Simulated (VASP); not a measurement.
# Mg (P6_3/mmc) in VASP: a series of runs, part 2 of 2

VASP 6.6.1.

## Step 4: Relaxation of cell and atoms, PBEsol, target pressure 50 GPa, at which the enthalpy is minimised

This run uses another cell than the first one, of 23.24 Å³/atom.

Input file INCAR:

```
PREC = Accurate
ENCUT = 600
EDIFF = 1E-7
ISMEAR = 0
SIGMA = 0.1
LREAL = False
LASPH = True
NELM = 120
ALGO = Normal
ISIF = 3
LWAVE = False
LCHARG = False
GGA = PS
IBRION = 2
NSW = 100
EDIFFG = -0.002
PSTRESS = 500.0
GGA_COMPAT = False
NELMIN = 4
```

Input file KPOINTS:

```
regular mesh
0
Gamma
  15 15 8
```

Input file POSCAR:

```
Mg
1.0
    3.2093000000      0.0000000000      0.0000000000
   -1.6046500000      2.7793353284      0.0000000000
    0.0000000000      0.0000000000      5.2103000000
Mg
2
Direct
    0.3333333333      0.6666666667      0.2500000000
    0.6666666667      0.3333333333      0.7500000000
```

Potentials or basis: VASP PAW PBE potentials, release 64 (Mg).

The run is started by

```bash
> cat potpaw_PBE.64/Mg/POTCAR > POTCAR
> mpirun -np 1 vasp_std > vasp.out
```

OUTCAR:

```text
PREC = Accurate
   ENCUT = 600
   EDIFF = 1E-7
   ISMEAR = 0
   LREAL = False
   LASPH = True
   NELM = 120
   ISIF = 3
   GGA = PS
   IBRION = 2
   NSW = 100
   EDIFFG = -0.002
   PSTRESS = 500.0
   NELMIN = 4

 ion  position               nearest neighbor table
   1  0.333  0.667  0.250-   2 3.20   2 3.20   2 3.20   2 3.20   2 3.20   2 3.20
   2  0.667  0.333  0.750-   1 3.20   1 3.20   1 3.20   1 3.20   1 3.20   1 3.20

  LATTYP: Found a hexagonal cell.
 ALAT       =     3.2093000000
 C/A-ratio  =     1.6235004518

  Lattice vectors:

 A1 = (   3.2093000000,   0.0000000000,   0.0000000000)
 A2 = (  -1.6046500000,   2.7793353284,   0.0000000000)
 A3 = (   0.0000000000,   0.0000000000,   5.2103000000)

Analysis of symmetry for initial positions (statically):
=====================================================================
 Subroutine PRICEL returns:
[... 176 lines left out ...]

 E-fermi :   2.5315     XC(G=0):  -8.4957

 val. band max:        2.4922770015   @ k =   0.0000   0.0000   0.1250
 cond. band min:       2.5326412628   @ k =   0.2667   0.0667   0.0000
 fundamental gap:      0.0403642613
 Fermi energy:         2.5315475714
[... 775 lines left out ...]
  energy  without entropy=       -2.4697123924  energy(sigma->0) =       -2.47121549

  enthalpy is  TOTEN    =         7.1357935918 eV   P V=        9.6085121851

[... ionic steps 4 to 10 ...]

--------------------------------------- Ionic step       11  -------------------------------------------

 number of electron       4.0000000 magnetization

------------------------ aborting loop because EDIFF is reached ----------------------------------------
[... 71 lines left out ...]
--------------------------------------- Ionic step       13  -------------------------------------------

 number of electron       4.0000000 magnetization

 Free energy of the ion-electron system (eV)
  ---------------------------------------------------
  ext. energy  EPLUGINS =         0.00000000
  ---------------------------------------------------
  free energy    TOTEN  =        -1.62622703 eV

  energy without entropy =       -1.62388624  energy(sigma->0) =       -1.62505664

 E-fermi :   5.9668     XC(G=0): -10.3405

 val. band max:        5.9533947034   @ k =   0.4667   0.0667   0.3750
 cond. band min:       5.9736516743   @ k =   0.4000   0.1333   0.3750
 fundamental gap:      0.0202569709
 Fermi energy:         5.9667890607
[... 249 lines left out ...]
  energy  without entropy=       -1.6238862448  energy(sigma->0) =       -1.62505664

  enthalpy is  TOTEN    =         6.9045160474 eV   P V=        8.5307430809

 reached required accuracy - stopping structural energy minimisation
```

OSZICAR:

```text
N       E                     dE             d eps       ncg     rms          rms(c)
DAV:   1     0.802487144059E-01    0.80249E-01   -0.14965E+03  1620   0.540E+02
DAV:   2    -0.343111730806E+01   -0.35114E+01   -0.33427E+01  2160   0.313E+01
DAV:   3    -0.346326359936E+01   -0.32146E-01   -0.31723E-01  2334   0.370E+00
[... 87 lines left out ...]
       N       E                     dE             d eps       ncg     rms          rms(c)
DAV:   1    -0.162622705003E+01   -0.69645E-04   -0.39262E-06  2022   0.132E-02    0.449E-04
DAV:   2    -0.162622704345E+01    0.65781E-08   -0.15581E-08  1440   0.914E-04    0.267E-04
DAV:   3    -0.162622703327E+01    0.10178E-07   -0.25393E-09   852   0.273E-04    0.143E-05
DAV:   4    -0.162622703352E+01   -0.24323E-09   -0.69136E-11   810   0.682E-05
  13 F= 0.69045160E+01 E0= 0.69056864E+01  d E =-.233217E-05
```

CONTCAR:

```text
Mg
   1.00000000000000
     2.6978406696790236    0.0000000000000000   -0.0000000000000000
    -1.3489203348395118    2.3363985553688940   -0.0000000000000000
    -0.0000000000000000   -0.0000000000000000    4.3367482735425176
  Mg
     2
Direct
     0.3333333332999970    0.6666666667000030    0.2500000000000000
     0.6666666667000030    0.3333333332999970    0.7500000000000000

  0.00000000E+00  0.00000000E+00  0.00000000E+00
  0.00000000E+00  0.00000000E+00  0.00000000E+00
```

Wall time 6 min (1 thread of AMD EPYC 7R13, shared host); peak memory 0.2 GiB.

Results:

| Item | Value |
| --- | --- |
| Free energy | -1.6262 eV |
| Relaxed volume | 13.67 Å³/atom |
| Relaxed cell | a = 2.698 Å, b = 2.698 Å, c = 4.337 Å, α = 90.00°, β = 90.00°, γ = 120.00° |
| Space group after relaxing (to 0.1 Å) | P6_3/mmc (No. 194) |
| Energy change on relaxing (the run minimises the enthalpy) | +908.5 meV/atom |
| Ionic steps | 13 |
| Pressure after relaxing | 50.0 GPa |
| Band gap on the k mesh | zero (bands 2 and 3 overlap by 2.16 eV) |

Step by step:
| step | energy change (eV) | largest force (eV/Å) | pressure (GPa) | volume (Å³) |
| --- | --- | --- | --- | --- |
| 1 | 0.0000 | 0.0000 | -1.19 | 46.47 |
| 2 | 20.8938 | 0.0000 | 593.96 | 12.29 |
| 3 | 0.9705 | 0.0000 | 30.20 | 30.79 |
| 4 | 1.4066 | 0.0000 | 40.46 | 28.80 |
| 5 | 1.8324 | 0.0000 | 50.32 | 27.29 |
| 6 | 1.7345 | 0.0000 | 48.06 | 27.61 |
| 7 | 1.7381 | 0.0000 | 48.18 | 27.59 |
| 8 | 1.7388 | 0.0000 | 48.19 | 27.59 |
| 9 | 1.7817 | 0.0000 | 49.19 | 27.45 |
| 10 | 1.8152 | 0.0000 | 49.96 | 27.34 |
| 11 | 1.8171 | 0.0000 | 50.00 | 27.34 |
| 12 | 1.8170 | 0.0000 | 50.00 | 27.34 |
| 13 | 1.8170 | 0.0000 | 50.00 | 27.34 |

Final structure:
```yaml
crystal:
  lattice:
    - [2.69784, 0.00000, 0.00000]
    - [-1.34892, 2.33640, 0.00000]
    - [0.00000, 0.00000, 4.33675]
  atoms:
    - { symbol: Mg, position: [0.33333, 0.66667, 0.25000] }
    - { symbol: Mg, position: [0.66667, 0.33333, 0.75000] }
```

Caveat: the cell is relaxed towards a set pressure, so the run minimises the enthalpy, not the energy; the volume moved by over 15 % at a fixed basis, so the end points are rough; the PAW data sets were made with another functional, which shifts forces and pressure a little.

## Step 5: Overview

| cell | k mesh | gap on the mesh (eV) | pressure (GPa) |
| --- | --- | --- | --- |
| relaxed to 30 GPa from a = 2.689, b = 2.689, c = 4.344 Å, angles 90.0, 90.0, 120.0°, 2 atoms | 18 × 18 × 10 | none | 30.0 |
| relaxed to 75 GPa from a = 2.689, b = 2.689, c = 4.344 Å, angles 90.0, 90.0, 120.0°, 2 atoms | 18 × 18 × 10 | none | 75.0 |
| relaxed to 50 GPa from a = 3.209, b = 3.209, c = 5.210 Å, angles 90.0, 90.0, 120.0°, 2 atoms | 15 × 15 × 8 | none | 50.0 |

Alike in all rows: task relaxation of cell and atoms; level PBEsol; potentials or basis VASP PAW PBE potentials, release 64 (Mg); no spin polarisation; cutoff (eV) 600; smearing gaussian 0.1 eV.

Caveats: the cell is relaxed towards a set pressure, so the run minimises the enthalpy, not the energy; the PAW data sets were made with another functional, which shifts forces and pressure a little; the volume moved by over 15 % at a fixed basis, so the end points are rough (at least some runs).

Total energies depend on the potentials used, so only differences within one code and one set of settings carry meaning.
